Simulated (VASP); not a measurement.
# Zr (Fd-3m) in VASP: density of states with PBE

Aim: the density of states of Zr with PBE.

Everything below comes from runs of VASP 6.6.1. Logs are shortened: lines on timing, memory, paths and dates and some standing lists are left out, and cuts for length are marked.

## 1. The cell of the first run

Symmetry: Fd-3m, No. 227, cubic system. The conventional cell has a = 4.814 Å, b = 4.814 Å, c = 4.814 Å, α = 90.00°, β = 90.00°, γ = 90.00°. Zr (site symmetry -43m) has 4 Zr at 2.08 Å within 2.8 Å.

## 2. Density of states, PBE (volume scaled by 0.45)

The input, POSCAR:

```
Zr
1.0
    0.0000000000      2.4071591470      2.4071591470
    2.4071591470      0.0000000000      2.4071591470
    2.4071591470      2.4071591470      0.0000000000
Zr
2
Direct
   -0.1250000000     -0.1250000000     -0.1250000000
    0.1250000000      0.1250000000      0.1250000000
```

The input, INCAR.step1:

```
SYSTEM = Zr
PREC = Accurate
ENCUT = 520
EDIFF = 1E-6
ISMEAR = -1
SIGMA = 0.08
LREAL = .False.
LASPH = .True.
NELM = 80
ALGO = Normal
ISIF = 2
LWAVE = .False.
LCHARG = .True.
LMAXMIX = 4
GGA = PE
NBANDS = 19
```

The input, KPOINTS.step1:

```
regular mesh
0
Gamma
  11 11 11
  0 0 0
```

The input, INCAR.step2:

```
SYSTEM = Zr
PREC = Accurate
ENCUT = 520
EDIFF = 1E-6
ISMEAR = -5
SIGMA = 0.08
LREAL = .False.
LASPH = .True.
NELM = 80
ALGO = Normal
ISIF = 2
LWAVE = .False.
LCHARG = .False.
LMAXMIX = 4
GGA = PE
LORBIT = 10
NBANDS = 19
NEDOS = 1001
ICHARG = 11
```

The input, KPOINTS.step2:

```
regular mesh
0
Gamma
  17 17 17
  0 0 0
```

Potentials or basis: VASP PAW PBE potentials, release 64 (Zr_sv).

Command:

```console
cat potpaw_PBE.64/Zr_sv/POTCAR > POTCAR
cp INCAR.step1 INCAR
cp KPOINTS.step1 KPOINTS
mpirun -np 1 vasp_std > vasp.out
cp INCAR.step2 INCAR
cp KPOINTS.step2 KPOINTS
mpirun -np 1 vasp_std > vasp.out
```

OUTCAR:

```text
SYSTEM = Zr
   PREC = Accurate
   ENCUT = 520
   EDIFF = 1E-6
   ISMEAR = -5
   LREAL = .False.
   LASPH = .True.
   NELM = 80
   ISIF = 2
   GGA = PE
   LORBIT = 10
   ICHARG = 11

 ion  position               nearest neighbor table
   1  0.875  0.875  0.875-   2 2.08   2 2.08   2 2.08   2 2.08
   2  0.125  0.125  0.125-   1 2.08   1 2.08   1 2.08   1 2.08

  LATTYP: Found a face centered cubic cell.
 ALAT       =     4.8143182940

  Lattice vectors:

 A1 = (   0.0000000000,   2.4071591470,   2.4071591470)
 A2 = (   2.4071591470,   0.0000000000,   2.4071591470)
 A3 = (   2.4071591470,   2.4071591470,   0.0000000000)

Analysis of symmetry for initial positions (statically):
=====================================================================
 Subroutine PRICEL returns:
 Original cell was already a primitive cell.

 Routine SETGRP: Setting up the symmetry group for a
 face centered cubic supercell.

 Subroutine GETGRP returns: Found 48 space group operations
 (whereof 12 operations were pure point group operations)
 out of a pool of 48 trial point group operations.

The static configuration has the point symmetry D_3d.
 The point group associated with its full space group is O_h .

Analysis of symmetry for dynamics (positions and initial velocities):
=====================================================================
 Subroutine PRICEL returns:
 Original cell was already a primitive cell.

 Routine SETGRP: Setting up the symmetry group for a
 face centered cubic supercell.

 Subroutine GETGRP returns: Found 48 space group operations
 (whereof 12 operations were pure point group operations)
 out of a pool of 48 trial point group operations.

The dynamic configuration has the point symmetry D_3d.
 The point group associated with its full space group is O_h .

 Subroutine INISYM returns: Found 48 space group operations
 (whereof 12 operations are pure point group operations),
 and found     1 'primitive' translations

----------------------------------------------------------------------------------------

                                     Primitive cell

  volume of cell :      27.8962

  direct lattice vectors                    reciprocal lattice vectors
     0.000000000  2.407159147  2.407159147    -0.207713728  0.207713728  0.207713728
     2.407159147  0.000000000  2.407159147     0.207713728 -0.207713728  0.207713728
     2.407159147  2.407159147  0.000000000     0.207713728  0.207713728 -0.207713728

  length of vectors
     3.404237112  3.404237112  3.404237112     0.359770730  0.359770730  0.359770730

  position of ions in fractional coordinates (direct lattice)
     0.875000000  0.875000000  0.875000000
     0.125000000  0.125000000  0.125000000

  ion indices of the primitive-cell ions
   primitive index   ion index
                 1           1
                 2           2

----------------------------------------------------------------------------------------

 KPOINTS: regular mesh

Automatic generation of k-mesh.
 Grid dimensions read from file:
 generate k-points for:   17   17   17

 Generating k-lattice:

  Cartesian coordinates                     Fractional coordinates (reciprocal lattice)
    -0.012218455  0.012218455  0.012218455     0.058823529  0.000000000  0.000000000
     0.012218455 -0.012218455  0.012218455     0.000000000  0.058823529  0.000000000
     0.012218455  0.012218455 -0.012218455     0.000000000  0.000000000  0.058823529

  Length of vectors
     0.021162984  0.021162984  0.021162984

  Shift w.r.t. Gamma in fractional coordinates (k-lattice)
     0.000000000  0.000000000  0.000000000

 TETIRR: Found    693 inequivalent tetrahedra from    29478

 Subroutine IBZKPT returns following result:
 ===========================================

 Found    165 irreducible k-points:

 Following reciprocal coordinates:
            Coordinates               Weight
  0.000000  0.000000  0.000000      1.000000
  0.058824  0.000000  0.000000      8.000000
  0.117647  0.000000  0.000000      8.000000
  0.176471  0.000000  0.000000      8.000000
  0.235294  0.000000  0.000000      8.000000
  0.294118  0.000000  0.000000      8.000000
[... 16 lines left out ...]
 -0.176471  0.058824  0.000000     24.000000
 -0.117647  0.058824  0.000000     24.000000
 [... further k-points ...]
   k-points           NKPTS =    165   k-points in BZ     NKDIM =    165   number of bands    NBANDS=     19
   number of dos      NEDOS =   1001   number of ions     NIONS =      2
   total plane-waves  NPLWV =  21952
   dimension x,y,z NGX =    28 NGY =   28 NGZ =   28
   dimension x,y,z NGXF=    56 NGYF=   56 NGZF=   56
   ions per type =               2
   NGX,Y,Z   is equivalent  to a cutoff of  13.67, 13.67, 13.67 a.u.
   NGXF,Y,Z  is equivalent  to a cutoff of  27.35, 27.35, 27.35 a.u.
 SYSTEM =  Zr
   PREC   = accura    normal or accurate (medium, high low for compatibility)
   ISTART =      0    job   : 0-new  1-cont  2-samecut
   ICHARG =     11    charge: 1-file 2-atom 10-const
   ISPIN  =      1    spin polarized calculation?
   LNONCOLLINEAR =      F non collinear calculations
   LSORBIT =      F    spin-orbit coupling
   LASPH  =      T    aspherical Exc in radial PAW
   ENCUT  =  520.0 eV  38.22 Ry    6.18 a.u.   6.33  6.33  6.33*2*pi/ulx,y,z
   NELM   =     80;   NELMIN=  2; NELMDL=  0     # of ELM steps
   EDIFF  = 0.1E-05   stopping-criterion for ELM
   LREAL  =      F    real-space projection
   EDIFFG = 0.1E-04   stopping-criterion for IOM
   NSW    =      0    number of steps for IOM
   IBRION =     -1    ionic relax: 0-MD 1-quasi-New 2-CG
   NFREE  =      0    steps in history (QN), initial steepest desc. (CG)
   ISIF   =      2    stress and relaxation
   ISYM   =      2    0-nonsym 1-usesym 2-fastsym
   POTIM  = 0.5000    time-step for ionic-motion
   TEBEG  =    0.0;   TEEND  =   0.0 temperature during run
   PSTRESS=    0.0 pullay stress
   NELECT =      24.0000    total number of electrons
   NUPDOWN=      -1.0000    fix difference up-down
   EMIN   =  10.00;   EMAX   =-10.00  energy-range for DOS
   EFERMI =   0.00;   METHOD = LEGACY
   ISMEAR =    -5;   SIGMA  =   0.08  broadening in eV -4-tet -1-fermi 0-gaus
   EFERMI_NEDOS =   21; number of points for ismear=-14 and -15
   IALGO  =     38    algorithm
   IMIX   =      4    mixing-type and parameters
     AMIX     =   0.40;   BMIX     =  1.00
     AMIX_MAG =   1.60;   BMIX_MAG =  1.00
  volume/ion in A,a.u.               =      13.95        94.13
  Fermi-wavevector in a.u.,A,eV,Ry     =   1.557030  2.942361 32.985201  2.424344
  Thomas-Fermi vector in A             =   2.660740
   LORBIT       =     10    0 simple, 1 ext, 2 COOP (PROOUT), +10 PAW based schemes
   GGA     = PE    functional components
   LHFCALC =     F    Hartree Fock is set to
   AEXX    =    0.0000 exact exchange contribution
   IVDW    =     0    specifies the selected vdW correction
   LEPSILON=     F    determine dielectric tensor
   LRPA    =     F    only Hartree local field effects (RPA)
 non-spin polarized calculation
 Fermi weights with tetrahedron method with Bloechl corrections
  energy-cutoff  :      520.00
  volume of cell :       27.90
 maximum number of plane-waves:       763
 NGX is ok and might be reduce to    28

 number of electron      24.0000000 magnetization

 Free energy of the ion-electron system (eV)
  ---------------------------------------------------
  ext. energy  EPLUGINS =         0.00000000
  ---------------------------------------------------
  free energy    TOTEN  =        -4.23646298 eV

  energy without entropy =       -4.23646298  energy(sigma->0) =       -4.23646298

 E-fermi :  15.9291     XC(G=0): -13.3015

 val. band max:       16.0377248067   @ k =  -0.4706   0.3529   0.1765
 cond. band min:      15.8485987304   @ k =   0.0000   0.0000   0.0000
 fundamental gap:     -0.1891260763
 Fermi energy:        15.9291464234

 k-point     1 :       0.0000    0.0000    0.0000
  band No.  band energies     occupation
      1     -35.6935      2.00000
      2     -30.1286      2.00000
      3     -13.9841      2.00000
      4     -13.9841      2.00000
      5     -13.9841      2.00000
      6      -9.4337      2.00000
[... 11 lines left out ...]
     18      27.0371      0.00000
     19      27.5756      0.00000

 k-point     2 :       0.0588    0.0000    0.0000
  band No.  band energies     occupation
      1     -35.6662      2.00000
      2     -30.1789      2.00000
      3     -14.0119      2.00000
      4     -14.0119      2.00000
      5     -13.9773      2.00000
      6      -9.3999      2.00000
[... 11 lines left out ...]
     18      26.9889      0.00000
     19      27.5199      0.00000

 k-point     3 :       0.1176    0.0000    0.0000
  band No.  band energies     occupation
      1     -35.5857      2.00000
      2     -30.3250      2.00000
      3     -14.0890      2.00000
      4     -14.0890      2.00000
      5     -13.9617      2.00000
      6      -9.2971      2.00000
[... 11 lines left out ...]
     18      27.1628      0.00000
     19      27.3690      0.00000

 k-point     4 :       0.1765    0.0000    0.0000
  band No.  band energies     occupation
      1     -35.4558      2.00000
      2     -30.5524      2.00000
      3     -14.1995      2.00000
      4     -14.1995      2.00000
      5     -13.9479      2.00000
      6      -9.1253      2.00000
[... 11 lines left out ...]
     18      27.1621      0.00000
     19      27.1635      0.00000

 k-point     5 :       0.2353    0.0000    0.0000
  band No.  band energies     occupation
      1     -35.2840      2.00000
      2     -30.8390      2.00000
      3     -14.3238      2.00000
      4     -14.3238      2.00000
      5     -13.9453      2.00000
      6      -8.9134      2.00000
[... 11 lines left out ...]
     18      26.9261      0.00000
     19      26.9261      0.00000

 k-point     6 :       0.2941    0.0000    0.0000
  band No.  band energies     occupation
      1     -35.0829      2.00000
      2     -31.1560      2.00000
      3     -14.4440      2.00000
      4     -14.4440      2.00000
      5     -13.9567      2.00000
      6      -8.7209      2.00000
[... 11 lines left out ...]
     18      26.6541      0.00000
     19      26.6541      0.00000

 k-point     7 :       0.3529    0.0000    0.0000
  band No.  band energies     occupation
      1     -34.8735      2.00000
      2     -31.4673      2.00000
      3     -14.5458      2.00000
      4     -14.5458      2.00000
      5     -13.9773      2.00000
      6      -8.5545      2.00000
[... 11 lines left out ...]
     18      26.3220      0.00000
     19      26.3220      0.00000

 k-point     8 :       0.4118    0.0000    0.0000
  band No.  band energies     occupation
      1     -34.6893      2.00000
      2     -31.7268      2.00000
      3     -14.6190      2.00000
      4     -14.6190      2.00000
      5     -13.9982      2.00000
      6      -8.4330      2.00000
[... 256 lines left out ...]
 k-point    20 :      -0.3529    0.0588    0.0000
  band No.  band energies     occupation
      1     -34.7827      2.00000
      2     -31.5963      2.00000
      3     -14.7676      2.00000
      4     -14.5562      2.00000
      5     -13.7912      2.00000
      6      -8.6654      2.00000
[... 11 lines left out ...]
     18      25.1607      0.00000
     19      26.8410      0.00000

 k-point    21 :      -0.2941    0.0588    0.0000
  band No.  band energies     occupation
      1     -34.9889      2.00000
      2     -31.2977      2.00000
      3     -14.6731      2.00000
      4     -14.4497      2.00000
      5     -13.7929      2.00000
      6      -8.8201      2.00000
[... 11 lines left out ...]
     18      25.5214      0.00000
     19      27.2364      0.00000

 k-point    22 :      -0.2353    0.0588    0.0000
  band No.  band energies     occupation
      1     -35.1959      2.00000
      2     -30.9800      2.00000
      3     -14.5475      2.00000
      4     -14.3274      2.00000
      5     -13.8064      2.00000
      6      -9.0037      2.00000
[... 11 lines left out ...]
     18      25.8859      0.00000
     19      27.5065      0.00000

 k-point    23 :      -0.1765    0.0588    0.0000
  band No.  band energies     occupation
      1     -35.3791      2.00000
      2     -30.6821      2.00000
      3     -14.4021      2.00000
      4     -14.2042      2.00000
      5     -13.8365      2.00000
      6      -9.1786      2.00000
[... 11 lines left out ...]
     18      26.2724      0.00000
     19      27.6886      0.00000

 k-point    24 :      -0.1176    0.0588    0.0000
  band No.  band energies     occupation
      1     -35.5238      2.00000
      2     -30.4345      2.00000
      3     -14.2520      2.00000
      4     -14.0986      2.00000
      5     -13.8815      2.00000
      6      -9.3126      2.00000
[... 11 lines left out ...]
     18      26.6985      0.00000
     19      27.4469      0.00000

 [... further k-points ...]
[... 5 lines left out ...]
  --------------------------------------------------------------------------------------
  -------------------------------------------------------------------------------------
  Total       29.7630132     29.7630132     29.7630132     -0.0000000     -0.0000000     -0.0000000
  in kB     1709.3975272   1709.3975272   1709.3975272     -0.0000000     -0.0000000     -0.0000000
  external PRESSURE =    1709.3975272 kB  Pullay stress =       0.0000000 kB

 VOLUME and BASIS-vectors are now :
 -----------------------------------------------------------------------------
  energy-cutoff  :      520.00
  volume of cell :       27.90
      direct lattice vectors                 reciprocal lattice vectors
     0.000000000  2.407159147  2.407159147    -0.207713728  0.207713728  0.207713728
     2.407159147  0.000000000  2.407159147     0.207713728 -0.207713728  0.207713728
     2.407159147  2.407159147  0.000000000     0.207713728  0.207713728 -0.207713728

 POSITION                                       TOTAL-FORCE (eV/Angst)
 -----------------------------------------------------------------------------------
      4.21253      4.21253      4.21253         0.000000      0.000000      0.000000
      0.60179      0.60179      0.60179        -0.000000     -0.000000     -0.000000
 -----------------------------------------------------------------------------------
    total drift:                                0.000000     -0.000000     -0.000000

  FREE ENERGIE OF THE ION-ELECTRON SYSTEM (eV)
  ---------------------------------------------------
  free  energy   TOTEN  =        -4.2364629817 eV

  energy  without entropy=       -4.2364629817  energy(sigma->0) =       -4.23646298

 total charge

# of ion       s       p       d       tot
------------------------------------------
    1        2.158   6.002   3.553  11.712
    2        2.158   6.002   3.553  11.712
--------------------------------------------------
tot          4.316  12.003   7.105  23.424
```

It took 40 s on 1 thread of Intel Xeon 6975P-C (Granite Rapids), shared host; peak memory 0.2 GiB.

Results:

```yaml
Valence_electrons_inside_the_program's_atomic_spheres: Zr 11.71
```

Caveat: tetrahedron occupations give inexact forces and stress in metals.
